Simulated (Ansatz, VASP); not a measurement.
Two plane-wave programs on AlNi

File INCAR:

```
  ALGO = Fast
  EDIFF = 1E-7
  ENCUT = 520
  GGA = PE
  ISIF = 2
  ISMEAR = 0
  LASPH = T
  LCHARG = F
  LREAL = F
  LWAVE = F
  NBANDS = 14
  NELM = 80
  PREC = Accurate
  SIGMA = 0.15
```

File KPOINTS:

```
k-points
0
Gamma
  20 20 20
```

File POSCAR:

```
AlNi
1.0
    2.0121676598     -2.0121676598      0.0000000000
    2.0121676598      2.0121676598      0.0000000000
    0.0000000000      0.0000000000      2.9011416498
Al Ni
1 1
Direct
    0.0000000000      0.0000000000      0.0000000000
    0.5000000000      0.5000000000      0.5000000000
```

Input for Ansatz:

```yaml
crystal:
  lattice:
    - [2.0121676598, -2.0121676598, 0.0]
    - [2.0121676598, 2.0121676598, 0.0]
    - [0.0, 0.0, 2.9011416498]
  atoms:
    - { symbol: Al, position: [0.0, 0.0, 0.0] }
    - { symbol: Ni, position: [0.5, 0.5, 0.5] }
basis:
  ecutwfc: 420
kpoints:
  mp_grid: { grid: [20, 20, 20] }
hamiltonian:
  xc: pbe
scf:
  occupations: { method: gaussian, width: 0.15 }
output:
  forces: true
  stress: true
  eigenvalues: true
```

Change from the starting cell: strain -0.0150 x Voigt [1, 1, 0, 0, 0, 0], atoms carried along.

Alike in both runs: task single point; functional PBE; k mesh 20 × 20 × 20; occupations gaussian, width 0.15 eV; no spin polarisation.

```csv
,VASP,Ansatz
version,VASP 6.6.1,Ansatz 0.2.0
potentials or method,"VASP PAW PBE potentials, release 64 (Al, Ni), cutoff 520 eV","scalar-relativistic, plane waves, PAW"
valence electrons in the cell,13,21
```

Ansatz gave:

```
gap on the k mesh at the Fermi level (eV)                     : none
pressure (GPa)                                                : 5.2
traceless stress, the component that is largest in VASP (GPa) : -0.93
```

Problem. Estimate VASP's values.

Solution. gap on the k mesh at the Fermi level (eV): none; pressure (GPa): 5.1; traceless stress, the component that is largest in VASP (GPa): -0.95.

A gap of «none» marks a metal or a gap that the smearing closes. VASP's potentials hold 13 valence electrons a cell and Ansatz's 21, so a difference there can come from the potentials and not from the codes.
